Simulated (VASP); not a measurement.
# Ni (Fm-3m) in VASP: a series of runs

Ni is run at these levels: PBEsol; tasks: single point, relaxation of cell and atoms.

Everything below comes from runs of VASP 6.6.1. Logs are shortened: lines on timing, memory, paths and dates and some standing lists are left out, and cuts for length are marked.

## (1) The cell of the first run

Symmetry: Fm-3m, No. 225, cubic system. The conventional cell has a = 3.459 Å, b = 3.459 Å, c = 3.459 Å, α = 90.00°, β = 90.00°, γ = 90.00°. Ni (site symmetry m-3m) has 12 Ni at 2.45 Å within 3.2 Å.

## (2) Single point, PBEsol

The input, INCAR:

```
SYSTEM = Ni
PREC     = Accurate       ! precision mode
ENCUT    = 520            ! plane-wave cutoff, eV
EDIFF    = 1E-7           ! SCF threshold, eV
ISMEAR   = -1             ! smearing method
SIGMA    = 0.1            ! smearing width, eV
LREAL    = .False.        ! projectors in reciprocal space
LASPH    = .True.         ! aspherical terms in the spheres
NELM     = 80             ! most SCF steps
ALGO     = Normal         ! electronic algorithm
ISIF     = 2              ! what is computed and relaxed
LWAVE    = .False.        ! write WAVECAR
LCHARG   = .False.        ! write CHGCAR
GGA      = PS             ! functional
NBANDS   = 11             ! bands
```

The input, KPOINTS:

```
regular mesh
0
Gamma
  15 15 15
  0 0 0
```

The input, POSCAR:

```
Ni
1.0
    0.0000000000      1.7296566487      1.7296566487
    1.7296566487      0.0000000000      1.7296566487
    1.7296566487      1.7296566487      0.0000000000
Ni
1
Direct
    0.0000000000      0.0000000000      0.0000000000
```

Potentials or basis: VASP PAW PBE potentials, release 64 (Ni).

The run is started by

```bash
$ cat potpaw_PBE.64/Ni/POTCAR > POTCAR
$ mpirun -np 1 vasp_std > vasp.out
```

OUTCAR:

```text
SYSTEM = Ni
   PREC = Accurate
   ENCUT = 520
   EDIFF = 1E-7
   ISMEAR = -1
   LREAL = .False.
   LASPH = .True.
   NELM = 80
   ISIF = 2
   GGA = PS

 ion  position               nearest neighbor table
   1  0.000  0.000  0.000-

  LATTYP: Found a face centered cubic cell.
 ALAT       =     3.4593132974

  Lattice vectors:

 A1 = (   0.0000000000,   1.7296566487,   1.7296566487)
 A2 = (   1.7296566487,   0.0000000000,   1.7296566487)
 A3 = (   1.7296566487,   1.7296566487,   0.0000000000)

Analysis of symmetry for initial positions (statically):
[... 33 lines left out ...]
                                     Primitive cell

  volume of cell :      10.3493

  direct lattice vectors                    reciprocal lattice vectors
     0.000000000  1.729656649  1.729656649    -0.289074713  0.289074713  0.289074713
     1.729656649  0.000000000  1.729656649     0.289074713 -0.289074713  0.289074713
     1.729656649  1.729656649  0.000000000     0.289074713  0.289074713 -0.289074713

  length of vectors
     2.446103891  2.446103891  2.446103891     0.500692091  0.500692091  0.500692091

  position of ions in fractional coordinates (direct lattice)
     0.000000000  0.000000000  0.000000000

  ion indices of the primitive-cell ions
   primitive index   ion index
                 1           1

----------------------------------------------------------------------------------------

 KPOINTS: regular mesh

Automatic generation of k-mesh.
 Grid dimensions read from file:
 generate k-points for:   15   15   15

 Generating k-lattice:

  Cartesian coordinates                     Fractional coordinates (reciprocal lattice)
    -0.019271648  0.019271648  0.019271648     0.066666667  0.000000000  0.000000000
     0.019271648 -0.019271648  0.019271648     0.000000000  0.066666667  0.000000000
     0.019271648  0.019271648 -0.019271648     0.000000000  0.000000000  0.066666667

  Length of vectors
     0.033379473  0.033379473  0.033379473

  Shift w.r.t. Gamma in fractional coordinates (k-lattice)
     0.000000000  0.000000000  0.000000000

 Subroutine IBZKPT returns following result:
 ===========================================

 Found    120 irreducible k-points:

 Following reciprocal coordinates:
            Coordinates               Weight
  0.000000  0.000000  0.000000      1.000000
  0.066667  0.000000  0.000000      8.000000
  0.133333  0.000000  0.000000      8.000000
  0.200000  0.000000  0.000000      8.000000
  0.266667  0.000000  0.000000      8.000000
  0.333333  0.000000  0.000000      8.000000
[... 16 lines left out ...]
  0.133333  0.133333  0.000000      6.000000
  0.200000  0.133333  0.000000     24.000000
 [... further k-points ...]
   k-points           NKPTS =    120   k-points in BZ     NKDIM =    120   number of bands    NBANDS=     11
   number of dos      NEDOS =    301   number of ions     NIONS =      1
   total plane-waves  NPLWV =   5832
   dimension x,y,z NGX =    18 NGY =   18 NGZ =   18
   dimension x,y,z NGXF=    36 NGYF=   36 NGZF=   36
   ions per type =               1
   NGX,Y,Z   is equivalent  to a cutoff of  12.23, 12.23, 12.23 a.u.
   NGXF,Y,Z  is equivalent  to a cutoff of  24.47, 24.47, 24.47 a.u.
 SYSTEM =  Ni
   PREC   = accura    normal or accurate (medium, high low for compatibility)
   ISTART =      0    job   : 0-new  1-cont  2-samecut
   ICHARG =      2    charge: 1-file 2-atom 10-const
   ISPIN  =      1    spin polarized calculation?
   LNONCOLLINEAR =      F non collinear calculations
   LSORBIT =      F    spin-orbit coupling
   LASPH  =      T    aspherical Exc in radial PAW
   ENCUT  =  520.0 eV  38.22 Ry    6.18 a.u.   4.55  4.55  4.55*2*pi/ulx,y,z
   NELM   =     80;   NELMIN=  2; NELMDL= -5     # of ELM steps
   EDIFF  = 0.1E-06   stopping-criterion for ELM
   LREAL  =      F    real-space projection
   EDIFFG = 0.1E-05   stopping-criterion for IOM
   NSW    =      0    number of steps for IOM
   IBRION =     -1    ionic relax: 0-MD 1-quasi-New 2-CG
   NFREE  =      0    steps in history (QN), initial steepest desc. (CG)
   ISIF   =      2    stress and relaxation
   ISYM   =      2    0-nonsym 1-usesym 2-fastsym
   POTIM  = 0.5000    time-step for ionic-motion
   TEBEG  =    0.0;   TEEND  =   0.0 temperature during run
   PSTRESS=    0.0 pullay stress
   NELECT =      10.0000    total number of electrons
   NUPDOWN=      -1.0000    fix difference up-down
   EMIN   =  10.00;   EMAX   =-10.00  energy-range for DOS
   EFERMI =   0.00;   METHOD = LEGACY
   ISMEAR =    -1;   SIGMA  =   0.10  broadening in eV -4-tet -1-fermi 0-gaus
   EFERMI_NEDOS =   21; number of points for ismear=-14 and -15
   IALGO  =     38    algorithm
   IMIX   =      4    mixing-type and parameters
     AMIX     =   0.40;   BMIX     =  1.00
     AMIX_MAG =   1.60;   BMIX_MAG =  1.00
  volume/ion in A,a.u.               =      10.35        69.84
  Fermi-wavevector in a.u.,A,eV,Ry     =   1.618471  3.058467 35.639760  2.619448
  Thomas-Fermi vector in A             =   2.712729
   LORBIT       =      0    0 simple, 1 ext, 2 COOP (PROOUT), +10 PAW based schemes
   GGA     = PS    functional components
   LHFCALC =     F    Hartree Fock is set to
   AEXX    =    0.0000 exact exchange contribution
   IVDW    =     0    specifies the selected vdW correction
   LEPSILON=     F    determine dielectric tensor
   LRPA    =     F    only Hartree local field effects (RPA)
 non-spin polarized calculation
  energy-cutoff  :      520.00
  volume of cell :       10.35
 maximum number of plane-waves:       292
   NGX =  9   NGY =  9   NGZ =  9

 number of electron      10.0000000 magnetization

 number of electron       9.9999992 magnetization

 Free energy of the ion-electron system (eV)
  ---------------------------------------------------
  ext. energy  EPLUGINS =         0.00000000
  ---------------------------------------------------
  free energy    TOTEN  =        -6.13506314 eV

  energy without entropy =       -6.05240831  energy(sigma->0) =       -6.09373572

 E-fermi :   9.7643     XC(G=0): -13.7337

 val. band max:        9.7517430308   @ k =  -0.4667   0.3333   0.0667
 cond. band min:       9.7704264518   @ k =  -0.3333   0.4000   0.2000
 fundamental gap:      0.0186834211
 Fermi energy:         9.7643192654

 k-point     1 :       0.0000    0.0000    0.0000
  band No.  band energies     occupation
      1       0.4930      2.00000
      2       7.7359      2.00000
      3       7.7359      2.00000
      4       7.7359      2.00000
      5       8.9365      1.99949
      6       8.9365      1.99949
      7      33.9787      0.00000
      8      38.2642      0.00000
      9      38.2642      0.00000
     10      38.2642      0.00000
     11      41.4264      0.00000

 k-point     2 :       0.0667    0.0000    0.0000
  band No.  band energies     occupation
      1       0.6735      2.00000
      2       7.6840      2.00000
      3       7.7783      2.00000
      4       7.7783      2.00000
      5       8.9180      1.99958
      6       8.9180      1.99958
      7      33.4566      0.00000
      8      36.2708      0.00000
      9      37.8927      0.00000
     10      37.8927      0.00000
     11      41.9858      0.00000

 k-point     3 :       0.1333    0.0000    0.0000
  band No.  band energies     occupation
      1       1.2036      2.00000
      2       7.5488      2.00000
      3       7.8803      2.00000
      4       7.8803      2.00000
      5       8.8875      1.99969
      6       8.8875      1.99969
      7      30.9004      0.00000
      8      35.0846      0.00000
      9      37.2114      0.00000
     10      37.2114      0.00000
     11      42.4066      0.00000

 k-point     4 :       0.2000    0.0000    0.0000
  band No.  band energies     occupation
      1       2.0414      2.00000
      2       7.3921      2.00000
      3       7.9617      2.00000
      4       7.9617      2.00000
      5       8.9216      1.99956
      6       8.9216      1.99956
      7      27.4607      0.00000
      8      34.5901      0.00000
      9      36.5857      0.00000
     10      36.5857      0.00000
     11      42.5014      0.00000

 k-point     5 :       0.2667    0.0000    0.0000
  band No.  band energies     occupation
      1       3.0861      2.00000
      2       7.3288      2.00000
      3       7.9428      2.00000
      4       7.9428      2.00000
      5       9.0890      1.99767
      6       9.0890      1.99767
      7      24.0714      0.00000
      8      33.9779      0.00000
      9      36.1004      0.00000
     10      36.1004      0.00000
     11      41.4525      0.00000

 k-point     6 :       0.3333    0.0000    0.0000
  band No.  band energies     occupation
      1       4.1040      2.00000
      2       7.5725      2.00000
      3       7.8510      2.00000
      4       7.8510      2.00000
      5       9.3398      1.97174
      6       9.3398      1.97174
      7      20.9334      0.00000
      8      33.3158      0.00000
      9      35.7621      0.00000
     10      35.7621      0.00000
     11      40.0187      0.00000

 k-point     7 :       0.4000    0.0000    0.0000
  band No.  band energies     occupation
      1       4.7493      2.00000
      2       7.7549      2.00000
      3       7.7549      2.00000
      4       8.3516      2.00000
      5       9.5725      1.74382
      6       9.5725      1.74382
      7      18.2305      0.00000
      8      32.7789      0.00000
      9      35.5575      0.00000
     10      35.5575      0.00000
     11      38.9455      0.00000

 k-point     8 :       0.4667    0.0000    0.0000
  band No.  band energies     occupation
      1       4.9797      2.00000
      2       7.6976      2.00000
      3       7.6976      2.00000
      4       9.2898      1.98276
      5       9.7096      1.26698
      6       9.7096      1.26698
      7      16.4151      0.00000
      8      32.4843      0.00000
      9      35.4654      0.00000
     10      35.4654      0.00000
     11      38.3744      0.00000
[... 141 lines left out ...]
 k-point    19 :      -0.2667    0.0667    0.0000
  band No.  band energies     occupation
      1       3.5814      2.00000
      2       7.2740      2.00000
      3       7.8834      2.00000
      4       7.9813      2.00000
      5       8.9831      1.99919
      6       9.4439      1.92197
      7      23.1040      0.00000
      8      31.6993      0.00000
      9      35.5224      0.00000
     10      38.3556      0.00000
     11      39.2278      0.00000

 k-point    20 :      -0.2000    0.0667    0.0000
  band No.  band energies     occupation
      1       2.5196      2.00000
      2       7.2869      2.00000
      3       7.9635      2.00000
      4       8.0375      2.00000
      5       8.7705      1.99990
      6       9.1749      1.99450
      7      26.4293      0.00000
      8      32.1477      0.00000
      9      36.4119      0.00000
     10      38.7971      0.00000
     11      40.5496      0.00000

 k-point    21 :      -0.1333    0.0667    0.0000
  band No.  band energies     occupation
      1       1.6047      2.00000
      2       7.4346      2.00000
      3       7.9490      2.00000
      4       7.9626      2.00000
      5       8.7442      1.99993
      6       9.0174      1.99886
      7      29.8751      0.00000
      8      32.8185      0.00000
      9      36.8942      0.00000
     10      39.0802      0.00000
     11      40.6543      0.00000

 k-point    22 :      -0.0667    0.0667    0.0000
  band No.  band energies     occupation
      1       0.9706      2.00000
      2       7.5910      2.00000
      3       7.8403      2.00000
      4       7.8583      2.00000
      5       8.8300      1.99982
      6       8.9574      1.99937
      7      32.5863      0.00000
      8      34.3221      0.00000
      9      36.9122      0.00000
     10      38.9355      0.00000
     11      41.4284      0.00000

 k-point    23 :       0.1333    0.1333    0.0000
  band No.  band energies     occupation
      1       1.4361      2.00000
      2       7.3812      2.00000
      3       8.0156      2.00000
      4       8.0156      2.00000
      5       8.6206      1.99998
      6       9.0624      1.99821
      7      32.7086      0.00000
      8      34.0715      0.00000
      9      34.0715      0.00000
     10      35.0914      0.00000
     11      42.4103      0.00000

 k-point    24 :       0.2000    0.1333    0.0000
  band No.  band energies     occupation
      1       2.0507      2.00000
      2       7.2061      2.00000
      3       8.1127      2.00000
      4       8.1519      2.00000
      5       8.5553      1.99999
      6       9.1312      1.99645
      7      30.2235      0.00000
      8      32.9316      0.00000
      9      33.1635      0.00000
     10      35.5457      0.00000
     11      40.6380      0.00000

 [... further k-points ...]
[... 5 lines left out ...]
  --------------------------------------------------------------------------------------
  -------------------------------------------------------------------------------------
  Total        0.0013217      0.0013217      0.0013217      0.0000000      0.0000000      0.0000000
  in kB        0.2046056      0.2046056      0.2046056      0.0000000      0.0000000      0.0000000
  external PRESSURE =       0.2046056 kB  Pullay stress =       0.0000000 kB

 VOLUME and BASIS-vectors are now :
 -----------------------------------------------------------------------------
  energy-cutoff  :      520.00
  volume of cell :       10.35
      direct lattice vectors                 reciprocal lattice vectors
     0.000000000  1.729656649  1.729656649    -0.289074713  0.289074713  0.289074713
     1.729656649  0.000000000  1.729656649     0.289074713 -0.289074713  0.289074713
     1.729656649  1.729656649  0.000000000     0.289074713  0.289074713 -0.289074713

 POSITION                                       TOTAL-FORCE (eV/Angst)
 -----------------------------------------------------------------------------------
      0.00000      0.00000      0.00000        -0.000000      0.000000      0.000000
 -----------------------------------------------------------------------------------
    total drift:                                0.000000     -0.000000      0.000000

  FREE ENERGIE OF THE ION-ELECTRON SYSTEM (eV)
  ---------------------------------------------------
  free  energy   TOTEN  =        -6.1350631353 eV

  energy  without entropy=       -6.0524083086  energy(sigma->0) =       -6.09373572
```

It took 6.8 s on 1 thread of AMD EPYC 9R45 (Zen 5), shared host; peak memory 0.09 GiB.

Results:

```yaml
Free_energy: -6.1351 eV
Pressure: 0.0 GPa
Band_gap_on_the_k_mesh: zero (band 5 reaches 9.90 eV, above the bottom of band 6 at 8.89 eV)
```

Caveat: the PAW data sets were made with another functional, which shifts forces and pressure a little; the run has no spin polarisation, though such a crystal can be magnetic.

## (3) Relaxation of cell and atoms, PBEsol

This run uses another cell than the first one, of 10.94 Å³/atom, 1.057 times its volume.

The input, INCAR:

```
SYSTEM = Ni
PREC = Accurate ; ENCUT = 600
EDIFF = 1E-6 ; ISMEAR = -1
SIGMA = 0.1 ; LREAL = .False.
LASPH = .True. ; NELM = 80
ALGO = Normal ; ISIF = 3
LWAVE = .False. ; LCHARG = .False.
GGA = PS ; IBRION = 2
NSW = 80 ; EDIFFG = -0.01
```

The input, KPOINTS:

```
Automatic mesh
0
Gamma
  15 15 15
  0 0 0
```

The input, POSCAR:

```
Ni
1.0
    0.0000000000      1.7619400000      1.7619400000
    1.7619400000      0.0000000000      1.7619400000
    1.7619400000      1.7619400000      0.0000000000
Ni
1
Direct
    0.0000000000      0.0000000000      0.0000000000
```

Potentials or basis: VASP PAW PBE potentials, release 64 (Ni).

The run is started by

```bash
$ cat potpaw_PBE.64/Ni/POTCAR > POTCAR
$ mpirun -np 1 vasp_std > vasp.out
```

Run time: 16 s. Hardware: 1 thread of AMD EPYC 9R45 (Zen 5), shared host; peak memory 0.11 GiB.

Results (log left out):

```yaml
Free_energy: -6.1353 eV
Relaxed_volume: 10.35 Å³/atom
Relaxed_cell: a = 2.446 Å, b = 2.446 Å, c = 2.446 Å, α = 60.00°, β = 60.00°, γ = 60.00°
Space_group_after_relaxing_to_0.05_Å: Fm-3m (No. 225)
Energy_gained_by_relaxing: 22.0 meV/atom
Ionic_steps: 3
Pressure_after_relaxing: -0.1 GPa
Band_gap_on_the_k_mesh: zero (band 5 reaches 9.90 eV, above the bottom of band 6 at 8.89 eV)
```

The path:
| step | energy change (eV) | largest force (eV/Å) | pressure (GPa) | volume (Å³) |
| --- | --- | --- | --- | --- |
| 1 | 0.0000 | 0.0000 | -11.16 | 10.94 |
| 2 | 0.0029 | 0.0000 | 14.83 | 9.78 |
| 3 | -0.0220 | 0.0000 | -0.12 | 10.35 |

Final structure:
```yaml
crystal:
  lattice:
    - [0.00000, 1.72968, 1.72968]
    - [1.72968, 0.00000, 1.72968]
    - [1.72968, 1.72968, 0.00000]
  atoms:
    - { symbol: Ni, position: [0.00000, 0.00000, 0.00000] }
```

Levels at points of the mesh, in eV from the Fermi level:
```tsv
k point	band 1	band 2	band 3	band 4	band 5	band 6	band 7	band 8	band 9
(0.00, 0.00, 0.00)	-9.27	-2.03	-2.03	-2.03	-0.83	-0.83	24.21	28.50	28.50
```

Caveat: the PAW data sets were made with another functional, which shifts forces and pressure a little; the run has no spin polarisation, though such a crystal can be magnetic.
